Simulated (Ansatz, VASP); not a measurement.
**Zn: VASP beside Ansatz**

INCAR

```
PREC     = Accurate       # precision mode
ENCUT    = 520            # plane-wave cutoff, eV
EDIFF    = 1E-6           # SCF threshold, eV
ISMEAR   = -1             # smearing method
SIGMA    = 0.1            # smearing width, eV
LREAL    = False          # projectors in reciprocal space
LASPH    = True           # aspherical terms in the spheres
NELM     = 100            # most SCF steps
ALGO     = Normal         # electronic algorithm
ISIF     = 2              # what is computed and relaxed
LWAVE    = False          # write WAVECAR
LCHARG   = False          # write CHGCAR
GGA      = PE             # functional
NBANDS   = 12             # bands
```

File KPOINTS:

```
Automatic mesh
0
Gamma
  20 20 20
```

POSCAR

```
Zn
1.0
    2.5566909372      0.0000000000      0.0000000000
    0.0000000000      2.5566909372      0.0000000000
    0.0000000000      0.0000000000      2.5566909372
Zn
1
Direct
    0.0000000000      0.0000000000      0.0000000000
```

Input for Ansatz:

```yaml
crystal:
  lattice:
    - [2.5566909372, 0.0, 0.0]
    - [0.0, 2.5566909372, 0.0]
    - [0.0, 0.0, 2.5566909372]
  atoms:
    - { symbol: Zn, position: [0.0, 0.0, 0.0] }
hamiltonian:
  xc: pbe
  pseudopotentials:
    kind: paw
    azcp:
      Zn: "pseudopotentials/Zn.paw.azcp"
basis:
  ecutwfc: 420
  fft_grid_basis: typed
kpoints:
  mp_grid: { grid: [20, 20, 20], shift: [0, 0, 0] }
magnetization:
  spin_polarized: false
scf:
  occupations: { method: fermi_dirac, width: 0.1 }
output:
  stress: true
```

Alike in both runs: task single point; functional PBE; k mesh 20 × 20 × 20; occupations fermi-dirac, width 0.1 eV; no spin polarisation.

|  | VASP | Ansatz |
| --- | --- | --- |
| version | VASP 6.6.1 | Ansatz 0.2.0 |
| potentials or method | VASP PAW PBE potentials, release 64 (Zn), cutoff 520 eV | plane waves (420 eV) with PAW, scalar-relativistic |
| valence electrons in the cell | 12 | 12 |

Ansatz gave:

| Item | Value |
| --- | --- |
| pressure (GPa) | 5.1 |

Estimate VASP's values.

pressure (GPa): 5.3.
